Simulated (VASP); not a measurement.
A run of VASP 6.6.1:

The input INCAR:

```
ALGO = Normal
EDIFF = 1E-6
ENCUT = 500
GGA = PE
GGA_COMPAT = F
ISIF = 2
ISMEAR = -1
LASPH = T
LCHARG = F
LREAL = F
LWAVE = F
NBANDS = 12
NELM = 120
PREC = Accurate
SIGMA = 0.05
```

KPOINTS

```
k-points
0
Gamma
  15 15 15
```

The input POSCAR:

```
Ta
1.0
   -1.6347672000      1.6347672000      1.6512800000
    1.6347672000     -1.6347672000      1.6512800000
    1.6347672000      1.6347672000     -1.6512800000
Ta
1
Direct
    0.0000000000      0.0000000000      0.0000000000
```

Potentials or basis: VASP PAW PBE potentials, release 64 (Ta_pv).

Run with:

```bash
$ cat potpaw_PBE.64/Ta_pv/POTCAR > POTCAR
$ mpirun -np 1 vasp_std > vasp.out
```

Hardware: 1 thread of Intel(R) Xeon(R) Platinum 8175M CPU @ 2.50GHz (Skylake/Cascade Lake), on a shared host.

Problem. How long does it take, and how much memory?

Solution. It took 32 s on 1 thread of Intel(R) Xeon(R) Platinum 8175M CPU @ 2.50GHz (Skylake/Cascade Lake), with other jobs on the host, peak memory 0.18 GiB. Counts: scf iterations 11, k points 288.
